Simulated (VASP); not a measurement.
Wanted: the native input for a VASP 6.6.1 run.

```yaml
Task: single point
Functional: PBE
Potentials_or_basis: VASP PAW PBE potentials, release 64 (S, Ba_sv, Se)
Cutoff: 520 eV
k_mesh: 4 × 4 × 4
Occupations: gaussian, width 0.01 eV
Spin: no spin polarisation
Dipole_correction: no
Further_INCAR_settings: ALGO = Normal; EDIFF = 1e-07; NBANDS = 24
```

The structure of Ba2SeS lies in POSCAR:

```
Ba2SeS
1.0
    4.7218014174      0.0000000000      0.0000000000
    0.0000000000      4.7218014174      0.0000000000
    0.0000000000      0.0000000000      6.6789868155
S Ba Se
1 2 1
Direct
    0.0000000000      0.0000000000      0.0000000000
    0.0000000000      0.0000000000      0.5000000000
    0.5000000000      0.5000000000      0.0000000000
    0.5000000000      0.5000000000      0.5000000000
```

This cell differs from its parent crystal: volume changed by +6%.

These files were run (other wordings do the same):

INCAR

```
SYSTEM = Ba2SeS
PREC = Accurate ; ENCUT = 520
EDIFF = 1E-7 ; ISMEAR = 0
SIGMA = 0.01 ; LREAL = .FALSE.
LASPH = .TRUE. ; NELM = 80
ALGO = Normal ; ISIF = 2
LWAVE = .FALSE. ; LCHARG = .TRUE.
GGA = PE ; LELF = .TRUE.
LVHAR = .TRUE. ; NBANDS = 24
```

KPOINTS

```
Automatic mesh
0
G
  4 4 4
  0 0 0
```

Potentials or basis: VASP PAW PBE potentials, release 64 (S, Ba_sv, Se).

Launch:

```sh
$ cat potpaw_PBE.64/S/POTCAR potpaw_PBE.64/Ba_sv/POTCAR potpaw_PBE.64/Se/POTCAR > POTCAR
$ mpirun -np 1 vasp_std > vasp.out
```

It gave:

```
Pressure               : -1.6 GPa
Band gap on the k mesh : 2.10 eV, direct
```

Caveat: spin-orbit coupling is left out, which moves the levels of the heavy elements.

Run time: 65 s on 1 thread of Intel(R) Xeon(R) Platinum 8488C (Sapphire Rapids) (shared host), peak memory 0.28 GiB.
